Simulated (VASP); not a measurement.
A run of VASP 6.6.1:

File INCAR:

```
PREC = Accurate
ENCUT = 500
EDIFF = 1E-7
ISMEAR = 0
SIGMA = 0.1
LREAL = F
LASPH = T
NELM = 120
ALGO = Normal
ISIF = 3
LWAVE = F
LCHARG = F
IBRION = 2
NSW = 80
EDIFFG = -0.005
GGA_COMPAT = F
NELMIN = 4
```

The input KPOINTS:

```
Automatic mesh
0
Gamma
  24 24 24
```

File POSCAR:

```
Ta
1.0
   -1.6550000000      1.6550000000      1.6550000000
    1.6550000000     -1.6550000000      1.6550000000
    1.6550000000      1.6550000000     -1.6550000000
Ta
1
Direct
    0.0000000000      0.0000000000      0.0000000000
```

Potentials or basis: VASP PAW LDA potentials, release 64 (Ta_sv_GW).

The run is started by

```bash
$ cat potpaw_LDA.64/Ta_sv_GW/POTCAR > POTCAR
$ mpirun -np 1 vasp_std > vasp.out
```

Hardware: 1 thread of Intel(R) Xeon(R) Platinum 8375C CPU @ 2.90GHz (Ice Lake) (shared host).

Task: Estimate the wall time of this run.

Result: Run time: 7 min on 1 thread of Intel(R) Xeon(R) Platinum 8375C CPU @ 2.90GHz (Ice Lake), with other jobs on the host, peak memory 0.22 GiB. Counts: scf iterations 70, k points 413, ion steps 7.
